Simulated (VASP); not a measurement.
# SbC (P4/mmm) in VASP: single point with PBE

Aim: the single point of SbC with PBE.

Everything below comes from runs of VASP 6.6.1. Logs are shortened: lines on timing, memory, paths and dates and some standing lists are left out, and cuts for length are marked.

### Step 1. The cell of the first run

The structure is tetragonal, space group P4/mmm (No. 123). The conventional cell has a = 3.103 Å, b = 3.103 Å, c = 4.269 Å, α = 90.00°, β = 90.00°, γ = 90.00°. Within 4.0 Å of Sb (site symmetry 4/mmm) lie 8 C at 3.06 Å and 4 Sb at 3.10 Å. Within 4.0 Å of C (site symmetry 4/mmm) lie 8 Sb at 3.06 Å and 4 C at 3.10 Å.

The cell was built from a structure type or drawn by symmetry, and may not be a known phase.

### Step 2. Single point, PBE

Input file INCAR:

```
SYSTEM = SbC
ALGO     = Fast           ! electronic algorithm
EDIFF    = 1E-7           ! SCF threshold, eV
ENCUT    = 520            ! plane-wave cutoff, eV
GGA      = PE             ! functional
ISIF     = 2              ! what is computed and relaxed
ISMEAR   = 0              ! smearing method
LASPH    = .True.         ! aspherical terms in the spheres
LCHARG   = .True.         ! write CHGCAR
LELF     = .True.         ! ELF
LREAL    = .False.        ! projectors in reciprocal space
LVHAR    = .True.       
LWAVE    = .False.        ! write WAVECAR
NBANDS   = 12             ! bands
NELM     = 100            ! most SCF steps
PREC     = Accurate       ! precision mode
SIGMA    = 0.1            ! smearing width, eV
```

Input file KPOINTS:

```
k-points
0
Gamma
  6 6 4
  0 0 0
```

Input file POSCAR:

```
SbC
1.0
    3.1025924300      0.0000000000      0.0000000000
    0.0000000000      3.1025924300      0.0000000000
    0.0000000000      0.0000000000      4.2694352500
Sb C
1 1
Direct
    0.5000000000      0.5000000000      0.5000000000
    0.0000000000      0.0000000000      0.0000000000
```

Potentials or basis: VASP PAW PBE potentials, release 64 (Sb, C).

Started as:

```sh
cat potpaw_PBE.64/Sb/POTCAR potpaw_PBE.64/C/POTCAR > POTCAR
mpirun -np 1 vasp_std > vasp.out
```

OUTCAR:

```text
SYSTEM = SbC
   EDIFF = 1E-7
   ENCUT = 520
   GGA = PE
   ISIF = 2
   ISMEAR = 0
   LASPH = .True.
   LREAL = .False.
   NELM = 100
   PREC = Accurate

 ion  position               nearest neighbor table
   1  0.500  0.500  0.500-
   2  0.000  0.000  0.000-

  LATTYP: Found a simple tetragonal cell.
 ALAT       =     3.1025924300
 C/A-ratio  =     1.3760864008

  Lattice vectors:

 A1 = (   3.1025924300,   0.0000000000,   0.0000000000)
 A2 = (   0.0000000000,   3.1025924300,   0.0000000000)
 A3 = (   0.0000000000,   0.0000000000,   4.2694352500)

Analysis of symmetry for initial positions (statically):
=====================================================================
 Subroutine PRICEL returns:
 Original cell was already a primitive cell.

 Routine SETGRP: Setting up the symmetry group for a
 simple tetragonal supercell.

 Subroutine GETGRP returns: Found 16 space group operations
 (whereof 16 operations were pure point group operations)
 out of a pool of 16 trial point group operations.

The static configuration has the point symmetry D_4h.

Analysis of symmetry for dynamics (positions and initial velocities):
=====================================================================
 Subroutine PRICEL returns:
 Original cell was already a primitive cell.

 Routine SETGRP: Setting up the symmetry group for a
 simple tetragonal supercell.

 Subroutine GETGRP returns: Found 16 space group operations
 (whereof 16 operations were pure point group operations)
 out of a pool of 16 trial point group operations.

The dynamic configuration has the point symmetry D_4h.

 Subroutine INISYM returns: Found 16 space group operations
 (whereof 16 operations are pure point group operations),
 and found     1 'primitive' translations

----------------------------------------------------------------------------------------

                                     Primitive cell

  volume of cell :      41.0979

  direct lattice vectors                    reciprocal lattice vectors
     3.102592430  0.000000000  0.000000000     0.322311107  0.000000000  0.000000000
     0.000000000  3.102592430  0.000000000     0.000000000  0.322311107  0.000000000
     0.000000000  0.000000000  4.269435250     0.000000000  0.000000000  0.234223016

  length of vectors
     3.102592430  3.102592430  4.269435250     0.322311107  0.322311107  0.234223016

  position of ions in fractional coordinates (direct lattice)
     0.500000000  0.500000000  0.500000000
     0.000000000  0.000000000  0.000000000

  ion indices of the primitive-cell ions
   primitive index   ion index
                 1           1
                 2           2

----------------------------------------------------------------------------------------

 KPOINTS: k-points

Automatic generation of k-mesh.
 Grid dimensions read from file:
 generate k-points for:    6    6    4

 Generating k-lattice:

  Cartesian coordinates                     Fractional coordinates (reciprocal lattice)
     0.053718518  0.000000000  0.000000000     0.166666667  0.000000000  0.000000000
     0.000000000  0.053718518  0.000000000     0.000000000  0.166666667  0.000000000
     0.000000000  0.000000000  0.058555754     0.000000000  0.000000000  0.250000000

  Length of vectors
     0.053718518  0.053718518  0.058555754

  Shift w.r.t. Gamma in fractional coordinates (k-lattice)
     0.000000000  0.000000000  0.000000000

 Subroutine IBZKPT returns following result:
 ===========================================

 Found     30 irreducible k-points:

 Following reciprocal coordinates:
            Coordinates               Weight
  0.000000  0.000000  0.000000      1.000000
  0.166667  0.000000  0.000000      4.000000
  0.333333  0.000000  0.000000      4.000000
  0.500000  0.000000  0.000000      2.000000
  0.166667  0.166667  0.000000      4.000000
  0.333333  0.166667  0.000000      8.000000
[... 16 lines left out ...]
  0.333333  0.000000  0.500000      4.000000
  0.500000  0.000000  0.500000      2.000000
 [... further k-points ...]
   k-points           NKPTS =     30   k-points in BZ     NKDIM =     30   number of bands    NBANDS=     12
   number of dos      NEDOS =    301   number of ions     NIONS =      2
   total plane-waves  NPLWV =  18432
   dimension x,y,z NGX =    24 NGY =   24 NGZ =   32
   dimension x,y,z NGXF=    48 NGYF=   48 NGZF=   64
   ions per type =               1   1
   NGX,Y,Z   is equivalent  to a cutoff of  12.86, 12.86, 12.46 a.u.
   NGXF,Y,Z  is equivalent  to a cutoff of  25.72, 25.72, 24.92 a.u.
 SYSTEM =  SbC
   PREC   = accura    normal or accurate (medium, high low for compatibility)
   ISTART =      0    job   : 0-new  1-cont  2-samecut
   ICHARG =      2    charge: 1-file 2-atom 10-const
   ISPIN  =      1    spin polarized calculation?
   LNONCOLLINEAR =      F non collinear calculations
   LSORBIT =      F    spin-orbit coupling
   LASPH  =      T    aspherical Exc in radial PAW
   ENCUT  =  520.0 eV  38.22 Ry    6.18 a.u.   5.77  5.77  7.94*2*pi/ulx,y,z
   NELM   =    100;   NELMIN=  2; NELMDL= -5     # of ELM steps
   EDIFF  = 0.1E-06   stopping-criterion for ELM
   LREAL  =      F    real-space projection
   EDIFFG = 0.1E-05   stopping-criterion for IOM
   NSW    =      0    number of steps for IOM
   IBRION =     -1    ionic relax: 0-MD 1-quasi-New 2-CG
   NFREE  =      0    steps in history (QN), initial steepest desc. (CG)
   ISIF   =      2    stress and relaxation
   ISYM   =      2    0-nonsym 1-usesym 2-fastsym
   POTIM  = 0.5000    time-step for ionic-motion
   TEBEG  =    0.0;   TEEND  =   0.0 temperature during run
   PSTRESS=    0.0 pullay stress
   NELECT =       9.0000    total number of electrons
   NUPDOWN=      -1.0000    fix difference up-down
   EMIN   =  10.00;   EMAX   =-10.00  energy-range for DOS
   EFERMI =   0.00;   METHOD = LEGACY
   ISMEAR =     0;   SIGMA  =   0.10  broadening in eV -4-tet -1-fermi 0-gaus
   EFERMI_NEDOS =   21; number of points for ismear=-14 and -15
   IALGO  =     68    algorithm
   IMIX   =      4    mixing-type and parameters
     AMIX     =   0.40;   BMIX     =  1.00
     AMIX_MAG =   1.60;   BMIX_MAG =  1.00
  volume/ion in A,a.u.               =      20.55       138.67
  Fermi-wavevector in a.u.,A,eV,Ry     =   0.986769  1.864724 13.248183  0.973714
  Thomas-Fermi vector in A             =   2.118175
   LORBIT       =      0    0 simple, 1 ext, 2 COOP (PROOUT), +10 PAW based schemes
   GGA     = PE    functional components
   LHFCALC =     F    Hartree Fock is set to
   AEXX    =    0.0000 exact exchange contribution
   IVDW    =     0    specifies the selected vdW correction
   LEPSILON=     F    determine dielectric tensor
   LRPA    =     F    only Hartree local field effects (RPA)
 non-spin polarized calculation
 RMM-DIIS sequential band-by-band and
 Gauss-broadening in eV      SIGMA  =   0.10
  energy-cutoff  :      520.00
  volume of cell :       41.10
 maximum number of plane-waves:      1120
 NGX is ok and might be reduce to    24
   NGX = 11   NGY = 11   NGZ = 15

 number of electron       8.9999999 magnetization

 Free energy of the ion-electron system (eV)
  ---------------------------------------------------
  ext. energy  EPLUGINS =         0.00000000
  ---------------------------------------------------
  free energy    TOTEN  =        -7.90334468 eV

  energy without entropy =       -7.90074389  energy(sigma->0) =       -7.90204429

 E-fermi :   5.7545     XC(G=0):  -9.9969

 val. band max:        5.7404278386   @ k =   0.3333   0.3333   0.0000
 cond. band min:       5.8563390827   @ k =   0.5000   0.5000   0.0000
 fundamental gap:      0.1159112441
 Fermi energy:         5.7544861081

 k-point     1 :       0.0000    0.0000    0.0000
  band No.  band energies     occupation
      1      -6.8829      2.00000
      2      -1.3599      2.00000
      3       2.1568      2.00000
      4       6.3667      0.00000
      5       6.3667      0.00000
      6      10.1892      0.00000
      7      11.2418      0.00000
      8      11.2418      0.00000
      9      12.0254      0.00000
     10      13.0264      0.00000
     11      19.4424      0.00000
     12      19.7558      0.00000

 k-point     2 :       0.1667    0.0000    0.0000
  band No.  band energies     occupation
      1      -6.4819      2.00000
      2      -1.3428      2.00000
      3       2.5604      2.00000
      4       4.9152      2.00000
      5       6.5832      0.00000
      6       8.8886      0.00000
      7       9.5872      0.00000
      8      11.3868      0.00000
      9      12.7091      0.00000
     10      15.5064      0.00000
     11      17.7507      0.00000
     12      20.0474      0.00000

 k-point     3 :       0.3333    0.0000    0.0000
  band No.  band energies     occupation
      1      -5.3098      2.00000
      2      -1.8493      2.00000
      3       3.1815      2.00000
      4       3.7111      2.00000
      5       6.3675      0.00000
      6       7.0660      0.00000
      7       7.8903      0.00000
      8      11.6602      0.00000
      9      13.8568      0.00000
     10      16.9567      0.00000
     11      17.7614      0.00000
     12      18.7432      0.00000
[... 286 lines left out ...]
 k-point    23 :       0.3333    0.0000    0.5000
  band No.  band energies     occupation
      1      -3.9676      2.00000
      2      -3.4934      2.00000
      3       2.3134      2.00000
      4       2.6341      2.00000
      5       7.2739      0.00000
      6       8.1676      0.00000
      7       9.3564      0.00000
      8      11.4131      0.00000
      9      15.4237      0.00000
     10      16.0112      0.00000
     11      18.3832      0.00000
     12      19.0170      0.00000

 k-point    24 :       0.5000    0.0000    0.5000
  band No.  band energies     occupation
      1      -2.9817      2.00000
      2      -2.8281      2.00000
      3       0.3330      2.00000
      4       1.6076      2.00000
      5       7.3928      0.00000
      6       8.2250      0.00000
      7      10.0559      0.00000
      8      12.1331      0.00000
      9      14.4663      0.00000
     10      17.0555      0.00000
     11      17.7503      0.00000
     12      18.6561      0.00000

 [... further k-points ...]

------------------------ aborting loop because EDIFF is reached ----------------------------------------

  FORCE on cell =-STRESS in cart. coord.  units (eV):
  Direction    XX          YY          ZZ          XY          YZ          ZX
  --------------------------------------------------------------------------------------
  -------------------------------------------------------------------------------------
  Total       -1.4884097     -1.4884097     -5.6570726      0.0000000      0.0000000     -0.0000000
  in kB      -58.0247369    -58.0247369   -220.5374982      0.0000000      0.0000000     -0.0000000
  external PRESSURE =    -112.1956574 kB  Pullay stress =       0.0000000 kB

 VOLUME and BASIS-vectors are now :
 -----------------------------------------------------------------------------
  energy-cutoff  :      520.00
  volume of cell :       41.10
      direct lattice vectors                 reciprocal lattice vectors
     3.102592430  0.000000000  0.000000000     0.322311107  0.000000000  0.000000000
     0.000000000  3.102592430  0.000000000     0.000000000  0.322311107  0.000000000
     0.000000000  0.000000000  4.269435250     0.000000000  0.000000000  0.234223016

 POSITION                                       TOTAL-FORCE (eV/Angst)
 -----------------------------------------------------------------------------------
      1.55130      1.55130      2.13472         0.000000      0.000000      0.000000
      0.00000      0.00000      0.00000         0.000000      0.000000      0.000000
 -----------------------------------------------------------------------------------
    total drift:                               -0.000000      0.000000     -0.000000

  FREE ENERGIE OF THE ION-ELECTRON SYSTEM (eV)
  ---------------------------------------------------
  free  energy   TOTEN  =        -7.9033446813 eV

  energy  without entropy=       -7.9007438894  energy(sigma->0) =       -7.90204429
```

Wall time 7.9 s (1 thread of Intel Xeon 6975P-C (Granite Rapids), shared host); peak memory 0.15 GiB.

What came out:

| Quantity | Value |
| --- | --- |
| Free energy | -7.9033 eV |
| Pressure | -11.2 GPa |
| Band gap on the k mesh | zero (an odd number of electrons rules out a gap without spin polarisation) |

Levels at points of the mesh, in eV from the Fermi level:
```csv
k point,band 2,band 3,band 4,band 5,band 6,band 7
"(0.00, 0.00, 0.00)",-7.11,-3.60,0.61,0.61,4.43,5.49
"(0.50, 0.00, 0.00)",-9.19,-2.74,-0.75,-0.67,0.54,1.59
"(0.50, 0.50, 0.00)",-6.20,-3.97,-3.97,0.10,1.10,1.10
"(0.00, 0.00, 0.50)",-10.26,0.78,1.02,1.19,1.19,4.23
"(0.50, 0.00, 0.50)",-8.58,-5.42,-4.15,1.64,2.47,4.30
"(0.50, 0.50, 0.50)",-5.81,-2.57,-2.57,-1.62,-1.62,-1.06
```

Caveat: the k points lie up to 0.37 Å⁻¹ apart, too coarse for converged energies and pressures of a metal; spin-orbit coupling is left out, which moves the levels of the heavy elements.
